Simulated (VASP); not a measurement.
MgO2, 3 atoms in the cell. It takes space group R-3m (No. 166, trigonal). Conventional cell: a = 3.049 Å, b = 3.049 Å, c = 10.482 Å, α = 90.00°, β = 90.00°, γ = 120.00°. Within 2.7 Å of Mg (site symmetry -3m) lie 6 O at 2.02 Å. Within 2.1 Å of O (site symmetry 3m) lie 1 O at 1.49 Å and 3 Mg at 2.02 Å.  This cell differs from its parent crystal: strain -0.050 along x and y, +0.000 along z.

```yaml
Program: VASP 6.6.1
Task: single point
Functional: r2SCAN
Potentials_or_basis: VASP PAW PBE potentials, release 64 (Mg_sv, O)
Cutoff: 920 eV
k_mesh: 12 × 12 × 12
Occupations: gaussian, width 0.05 eV
Spin: no spin polarisation
Dipole_correction: no
Further_INCAR_settings: ALGO = Normal; EDIFF = 1e-06; NBANDS = 18
```

Potentials or basis: VASP PAW PBE potentials, release 64 (Mg_sv, O).

Command:

```bash
$ cat potpaw_PBE.64/Mg_sv/POTCAR potpaw_PBE.64/O/POTCAR > POTCAR
$ cp INCAR.step1 INCAR
$ mpirun -np 1 vasp_std > vasp.out
$ cp INCAR.step2 INCAR
$ mpirun -np 1 vasp_std > vasp.out
```

Hardware: 1 thread of AMD EPYC 9R45 96-Core Processor (Zen 5) (shared host).

**Question.** Estimate the wall time of this run.

**Answer.** Wall time 11 min on 1 thread of AMD EPYC 9R45 96-Core Processor (Zen 5), on a shared host, peak memory 0.36 GiB. Counts: k points 189.
